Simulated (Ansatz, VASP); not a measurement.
## Lu2AlSb2 in VASP and in Ansatz

```
CELL_PARAMETERS angstrom
0.00000 0.00000 3.98519
4.08115 -3.67074 1.99260
4.08115 3.67074 -1.99260
ATOMIC_POSITIONS crystal
Lu 0.50000 0.71896 0.71896
Lu 0.50000 0.28104 0.28104
Sb 0.78135 0.71865 0.28135
Sb 0.21865 0.28135 0.71865
Al 0.00000 0.00000 0.00000
```

Alike in both runs: functional PBE; dispersion D4; k mesh 5 × 5 × 5; no spin polarisation.

Ansatz relaxed the structure, and its values are those at the end. VASP's run is a single point on that final structure, the one shown.

```csv
,VASP,Ansatz
version,VASP 6.6.1,Ansatz 0.2.0
potentials or method,"VASP PAW PBE potentials, release 64 (Lu, Sb, Al), cutoff 520 eV",PAW plane waves
occupations,"methfessel-paxton of order 1, width 0.0161 eV","cold, width 0.0161 eV"
valence electrons in the cell,63,83
```

```tsv
	VASP	Ansatz	Ansatz less VASP
gap on the k mesh at the Fermi level (eV)	none	none	-
pressure (GPa)	0.2	0.0	-0.18
rms of the force components (eV/Å)	0.005	0.000	-0.0053
```

A gap of «none» marks a metal or a gap that the smearing closes. VASP's potentials hold 63 valence electrons a cell and Ansatz's 83, so a difference there can come from the potentials and not from the codes.

Neither program's run includes spin-orbit coupling.
